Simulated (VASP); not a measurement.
# KTaO3 (Pm-3m) in VASP: a series of runs

The runs below take KTaO3 through single point, relaxation of cell and atoms, with LDA.

All numbers are computed with VASP 6.6.1; they aren't measurements. Logs are shortened: lines on timing, memory, paths and dates and some standing lists are left out, and cuts for length are marked.

### Step 1. The cell of the first run

It takes space group Pm-3m (No. 221, cubic). The conventional cell has a = 3.995 Å, b = 3.995 Å, c = 3.995 Å, α = 90.00°, β = 90.00°, γ = 90.00°. Within 3.7 Å of K (site symmetry m-3m) lie 12 O at 2.82 Å and 8 Ta at 3.46 Å. Ta (site symmetry m-3m) has 6 O at 2.00 Å within 2.6 Å. Within 2.6 Å of O (site symmetry 4/mmm) lie 2 Ta at 2.00 Å.

### Step 2. Single point, LDA

Input file INCAR:

```
  PREC = Accurate
  ENCUT = 600
  EDIFF = 1E-6
  ISMEAR = 0
  SIGMA = 0.1
  LREAL = False
  LASPH = True
  NELM = 120
  ALGO = Normal
  ISIF = 2
  LWAVE = False
  LCHARG = True
  LELF = True
  LVHAR = True
  NBANDS = 27
  GGA_COMPAT = False
```

Input file KPOINTS:

```
regular mesh
0
Gamma
  4 4 4
```

Input file POSCAR:

```
KTaO3
1.0
    3.9948813700      0.0000000000      0.0000000000
    0.0000000000      3.9948813700      0.0000000000
    0.0000000000      0.0000000000      3.9948813700
K Ta O
1 1 3
Direct
    0.0000000000      0.0000000000      0.0000000000
    0.5000000000      0.5000000000      0.5000000000
    0.5000000000      0.5000000000      0.0000000000
    0.5000000000      0.0000000000      0.5000000000
    0.0000000000      0.5000000000      0.5000000000
```

Potentials or basis: VASP PAW LDA potentials, release 64 (K_sv, Ta_pv, O).

Run with:

```sh
$ cat potpaw_LDA.64/K_sv/POTCAR potpaw_LDA.64/Ta_pv/POTCAR potpaw_LDA.64/O/POTCAR > POTCAR
$ mpirun -np 1 vasp_std > vasp.out
```

OUTCAR:

```text
PREC = Accurate
   ENCUT = 600
   EDIFF = 1E-6
   ISMEAR = 0
   LREAL = False
   LASPH = True
   NELM = 120
   ISIF = 2

 ion  position               nearest neighbor table
   1  0.000  0.000  0.000-   3 2.82   4 2.82   5 2.82   4 2.82   5 2.82   3 2.82   5 2.82   5 2.82
                             3 2.82   4 2.82   4 2.82   3 2.82   2 3.46   2 3.46   2 3.46   2 3.46
   2  0.500  0.500  0.500-   3 2.00   4 2.00   5 2.00   3 2.00   4 2.00   5 2.00   1 3.46   1 3.46
                             1 3.46   1 3.46   1 3.46   1 3.46   1 3.46   1 3.46
   3  0.500  0.500  0.000-   2 2.00   2 2.00   1 2.82   1 2.82   1 2.82   1 2.82
   4  0.500  0.000  0.500-   2 2.00   2 2.00   1 2.82   1 2.82   1 2.82   1 2.82
   5  0.000  0.500  0.500-   2 2.00   2 2.00   1 2.82   1 2.82   1 2.82   1 2.82

  LATTYP: Found a simple cubic cell.
 ALAT       =     3.9948813700

  Lattice vectors:

 A1 = (   3.9948813700,   0.0000000000,   0.0000000000)
 A2 = (   0.0000000000,   3.9948813700,   0.0000000000)
 A3 = (   0.0000000000,   0.0000000000,   3.9948813700)

Analysis of symmetry for initial positions (statically):
=====================================================================
 Subroutine PRICEL returns:
 Original cell was already a primitive cell.

 Routine SETGRP: Setting up the symmetry group for a
 simple cubic supercell.

 Subroutine GETGRP returns: Found 48 space group operations
 (whereof 48 operations were pure point group operations)
 out of a pool of 48 trial point group operations.

The static configuration has the point symmetry O_h .

Analysis of symmetry for dynamics (positions and initial velocities):
=====================================================================
 Subroutine PRICEL returns:
 Original cell was already a primitive cell.

 Routine SETGRP: Setting up the symmetry group for a
 simple cubic supercell.

 Subroutine GETGRP returns: Found 48 space group operations
 (whereof 48 operations were pure point group operations)
 out of a pool of 48 trial point group operations.

The dynamic configuration has the point symmetry O_h .

 Subroutine INISYM returns: Found 48 space group operations
 (whereof 48 operations are pure point group operations),
 and found     1 'primitive' translations

[... 83 lines left out ...]
   ENCUT  =  600.0 eV  44.10 Ry    6.64 a.u.   7.98  7.98  7.98*2*pi/ulx,y,z
   NELM   =    120;   NELMIN=  2; NELMDL= -5     # of ELM steps
   EDIFF  = 0.1E-05   stopping-criterion for ELM
   LREAL  =      F    real-space projection
   EDIFFG = 0.1E-04   stopping-criterion for IOM
   NSW    =      0    number of steps for IOM
   IBRION =     -1    ionic relax: 0-MD 1-quasi-New 2-CG
   NFREE  =      0    steps in history (QN), initial steepest desc. (CG)
   ISIF   =      2    stress and relaxation
   ISYM   =      2    0-nonsym 1-usesym 2-fastsym
   POTIM  = 0.5000    time-step for ionic-motion
   TEBEG  =    0.0;   TEEND  =   0.0 temperature during run
   PSTRESS=    0.0 pullay stress
   NELECT =      38.0000    total number of electrons
   NUPDOWN=      -1.0000    fix difference up-down
   EMIN   =  10.00;   EMAX   =-10.00  energy-range for DOS
   EFERMI =   0.00;   METHOD = LEGACY
   ISMEAR =     0;   SIGMA  =   0.10  broadening in eV -4-tet -1-fermi 0-gaus
   EFERMI_NEDOS =   21; number of points for ismear=-14 and -15
   IALGO  =     38    algorithm
   IMIX   =      4    mixing-type and parameters
     AMIX     =   0.40;   BMIX     =  1.00
     AMIX_MAG =   1.60;   BMIX_MAG =  1.00
  volume/ion in A,a.u.               =      12.75        86.05
  Fermi-wavevector in a.u.,A,eV,Ry     =   1.377734  2.603540 25.825924  1.898152
  Thomas-Fermi vector in A             =   2.502860
   LORBIT       =      0    0 simple, 1 ext, 2 COOP (PROOUT), +10 PAW based schemes
   GGA     = CA    functional components
   LHFCALC =     F    Hartree Fock is set to
   AEXX    =    0.0000 exact exchange contribution
   IVDW    =     0    specifies the selected vdW correction
   LEPSILON=     F    determine dielectric tensor
   LRPA    =     F    only Hartree local field effects (RPA)
 non-spin polarized calculation
 Gauss-broadening in eV      SIGMA  =   0.10
  energy-cutoff  :      600.00
  volume of cell :       63.75
 maximum number of plane-waves:      2176
 NGX is ok and might be reduce to    32
   NGX = 15   NGY = 15   NGZ = 15

 number of electron      37.9999993 magnetization

 Free energy of the ion-electron system (eV)
  ---------------------------------------------------
  ext. energy  EPLUGINS =         0.00000000
  ---------------------------------------------------
  free energy    TOTEN  =       -45.01415085 eV

  energy without entropy =      -45.01415085  energy(sigma->0) =      -45.01415085

 E-fermi :   2.0179     XC(G=0): -11.4042

 val. band max:        1.4930625458   @ k =   0.5000   0.5000   0.5000
 cond. band min:       3.4865693565   @ k =   0.0000   0.0000   0.0000
 fundamental gap:      1.9935068107
 Fermi energy:         2.0179209035

 k-point     1 :       0.0000    0.0000    0.0000
  band No.  band energies     occupation
      1     -32.4673      2.00000
      2     -32.4673      2.00000
      3     -32.4673      2.00000
      4     -25.3857      2.00000
      5     -15.7481      2.00000
      6     -15.0099      2.00000
[... 289 lines left out ...]
     26      11.9518      0.00000
     27      13.5693      0.00000

------------------------ aborting loop because EDIFF is reached ----------------------------------------

  FORCE on cell =-STRESS in cart. coord.  units (eV):
  Direction    XX          YY          ZZ          XY          YZ          ZX
  --------------------------------------------------------------------------------------
  -------------------------------------------------------------------------------------
  Total       -2.2051452     -2.2051452     -2.2051452     -0.0000000     -0.0000000      0.0000000
  in kB      -55.4161184    -55.4161184    -55.4161184     -0.0000000     -0.0000000      0.0000000
  external PRESSURE =     -55.4161184 kB  Pullay stress =       0.0000000 kB

 VOLUME and BASIS-vectors are now :
 -----------------------------------------------------------------------------
  energy-cutoff  :      600.00
  volume of cell :       63.75
      direct lattice vectors                 reciprocal lattice vectors
     3.994881370  0.000000000  0.000000000     0.250320324  0.000000000  0.000000000
     0.000000000  3.994881370  0.000000000     0.000000000  0.250320324  0.000000000
     0.000000000  0.000000000  3.994881370     0.000000000  0.000000000  0.250320324

 POSITION                                       TOTAL-FORCE (eV/Angst)
 -----------------------------------------------------------------------------------
      0.00000      0.00000      0.00000         0.000000      0.000000      0.000000
      1.99744      1.99744      1.99744         0.000000      0.000000      0.000000
      1.99744      1.99744      0.00000         0.000000      0.000000      0.000000
      1.99744      0.00000      1.99744         0.000000      0.000000      0.000000
      0.00000      1.99744      1.99744         0.000000      0.000000      0.000000
 -----------------------------------------------------------------------------------
    total drift:                                0.000000     -0.000000     -0.000000

  FREE ENERGIE OF THE ION-ELECTRON SYSTEM (eV)
  ---------------------------------------------------
  free  energy   TOTEN  =       -45.0141508511 eV

  energy  without entropy=      -45.0141508511  energy(sigma->0) =      -45.01415085
```

OSZICAR:

```text
N       E                     dE             d eps       ncg     rms          rms(c)
DAV:   1     0.351763585987E+03    0.35176E+03   -0.22976E+04   540   0.160E+03
DAV:   2    -0.302874530294E+02   -0.38205E+03   -0.36939E+03   601   0.433E+02
DAV:   3    -0.527675274247E+02   -0.22480E+02   -0.22346E+02   717   0.993E+01
DAV:   4    -0.533635883597E+02   -0.59606E+00   -0.59512E+00   904   0.144E+01
DAV:   5    -0.533670395699E+02   -0.34512E-02   -0.34505E-02   668   0.981E-01    0.335E+01
DAV:   6    -0.454025346998E+02    0.79645E+01   -0.34269E+01   667   0.390E+01    0.130E+01
DAV:   7    -0.451293810801E+02    0.27315E+00   -0.20836E+00   711   0.891E+00    0.912E+00
DAV:   8    -0.450354101859E+02    0.93971E-01   -0.43279E-01   635   0.535E+00    0.268E+00
DAV:   9    -0.450162501516E+02    0.19160E-01   -0.38731E-02   665   0.154E+00    0.393E-01
DAV:  10    -0.450142983827E+02    0.19518E-02   -0.14756E-02   713   0.775E-01    0.132E-01
DAV:  11    -0.450141617816E+02    0.13660E-03   -0.15717E-03   682   0.232E-01    0.379E-02
DAV:  12    -0.450141513978E+02    0.10384E-04   -0.48273E-05   726   0.586E-02    0.145E-02
DAV:  13    -0.450141508511E+02    0.54671E-06   -0.43444E-06   633   0.144E-02
   1 F= -.45014151E+02 E0= -.45014151E+02  d E =-.352415E-14
```

stdout:

```text
POSCAR found type information on POSCAR K TaO
 POSCAR found :  3 types and       5 ions
 scaLAPACK will be used
 LDA part: xc-table for (Slater(with rela. corr.)+CA(PZ))
 , standard interpolation
 POSCAR, INCAR and KPOINTS ok, starting setup
 FFT: planning ... GRIDC
 FFT: planning ... GRID_SOFT
 FFT: planning ... GRID
 WAVECAR not read
 entering main loop
```

Run time: 13 s. Hardware: 1 thread of AMD EPYC 7R13 (Zen 3), shared host; peak memory 0.13 GiB.

Results:

```yaml
Free_energy: -45.0142 eV
Pressure: -5.5 GPa
Band_gap_on_the_k_mesh: 1.99 eV (least direct gap 2.62 eV)
```

Levels at points of the mesh, in eV from the valence-band top:
```tsv
k point	band 15	band 16	band 17	band 18	band 19	band 20	band 21	band 22	band 23	band 24
(0.00, 0.00, 0.00)	-1.07	-1.07	-0.63	-0.63	-0.63	1.99	1.99	1.99	6.33	6.68
(0.50, 0.00, 0.00)	-2.34	-2.18	-1.55	-0.86	-0.86	2.16	4.89	4.89	6.72	8.33
(0.50, 0.50, 0.00)	-2.89	-1.66	-1.45	-1.45	-0.04	4.93	4.93	6.19	7.57	9.91
(0.50, 0.50, 0.50)	-3.94	-3.94	0.00	0.00	0.00	6.34	6.34	6.34	8.71	8.71
```

Caveat: the cell stands under tension; spin-orbit coupling is left out, which moves the levels of the heavy elements.

### Step 3. Single point, LDA

This run uses another cell than the first one, of 12.34 Å³/atom.

Input file INCAR:

```
SYSTEM = KTaO3
ALGO = Normal
EDIFF = 1E-6
ENCUT = 600
GGA_COMPAT = .FALSE.
ISIF = 2
ISMEAR = 0
LASPH = .TRUE.
LCHARG = .TRUE.
LELF = .TRUE.
LREAL = .FALSE.
LVHAR = .TRUE.
LWAVE = .FALSE.
NBANDS = 27
NELM = 120
PREC = Accurate
SIGMA = 0.02
```

Input file KPOINTS:

```
k-points
0
G
  8 8 8
  0 0 0
```

POSCAR, as its differences from that of step 2:

```diff
@@ -2,5 +2,5 @@
 1.0
-    3.9948813700      0.0000000000      0.0000000000
-    0.0000000000      3.9948813700      0.0000000000
-    0.0000000000      0.0000000000      3.9948813700
+    3.9519808060      0.0000000000      0.0000000000
+    0.0000000000      3.9519808060      0.0000000000
+    0.0000000000      0.0000000000      3.9519808060
 K Ta O
```

Potentials or basis: VASP PAW LDA potentials, release 64 (K_sv, Ta_pv, O).

Run with:

```sh
$ cat potpaw_LDA.64/K_sv/POTCAR potpaw_LDA.64/Ta_pv/POTCAR potpaw_LDA.64/O/POTCAR > POTCAR
$ mpirun -np 1 vasp_std > vasp.out
```

Run time: 43 s. Hardware: 1 thread of AMD EPYC 7R13 (Zen 3), shared host; peak memory 0.18 GiB.

Results (log left out):

```
Free energy            : -45.0656 eV
Pressure               : 1.2 GPa
Band gap on the k mesh : 2.08 eV (least direct gap 2.69 eV)
```

Levels at points of the mesh, in eV from the valence-band top:
| k point | band 16 | band 17 | band 18 | band 19 | band 20 | band 21 | band 22 | band 23 |
| --- | --- | --- | --- | --- | --- | --- | --- | --- |
| (0.00, 0.00, 0.00) | -1.12 | -0.61 | -0.61 | -0.61 | 2.08 | 2.08 | 2.08 | 6.60 |
| (0.50, 0.00, 0.00) | -2.25 | -1.64 | -0.85 | -0.85 | 2.25 | 5.12 | 5.12 | 7.13 |
| (0.50, 0.50, 0.00) | -1.59 | -1.48 | -1.48 | -0.04 | 5.16 | 5.16 | 6.48 | 8.01 |
| (0.50, 0.50, 0.50) | -4.04 | 0.00 | 0.00 | 0.00 | 6.65 | 6.65 | 6.65 | 8.80 |

Caveat: spin-orbit coupling is left out, which moves the levels of the heavy elements. A k mesh can miss the band edges.

### Step 4. Single point, LDA

This run uses another cell than the first one, of 12.34 Å³/atom.

Input file INCAR:

```
ALGO = Normal
EDIFF = 1E-6
ENCUT = 600
GGA_COMPAT = False
ISIF = 2
ISMEAR = 0
LASPH = True
LCHARG = False
LREAL = False
LWAVE = False
NBANDS = 27
NELM = 120
PREC = Accurate
SIGMA = 0.02
```

Input file KPOINTS:

```
k-points
0
Gamma
  8 8 8
```

POSCAR is that of step 3.

Run with:

```sh
$ cat potpaw_LDA.64/K_sv/POTCAR potpaw_LDA.64/Ta_pv/POTCAR potpaw_LDA.64/O/POTCAR > POTCAR
$ mpirun -np 1 vasp_std > vasp.out
```

Run time: 41 s. Hardware: 1 thread of AMD EPYC 7R13 (Zen 3), shared host; peak memory 0.18 GiB.

The run converged. Its results:

| Item | Value |
| --- | --- |
| Free energy | -45.0656 eV |
| Pressure | 1.2 GPa |
| Band gap on the k mesh | 2.08 eV (least direct gap 2.69 eV) |

Levels at points of the mesh, in eV from the valence-band top:
```tsv
k point	band 17	band 18	band 19	band 20	band 21	band 22
(0.00, 0.00, 0.00)	-0.61	-0.61	-0.61	2.08	2.08	2.08
(0.50, 0.00, 0.00)	-1.64	-0.85	-0.85	2.25	5.12	5.12
(0.50, 0.50, 0.00)	-1.48	-1.48	-0.04	5.16	5.16	6.48
(0.50, 0.50, 0.50)	0.00	0.00	0.00	6.65	6.65	6.65
```

Caveat: spin-orbit coupling is left out, which moves the levels of the heavy elements. A k mesh can miss the band edges.

(Part 1 of 2 ends here.)
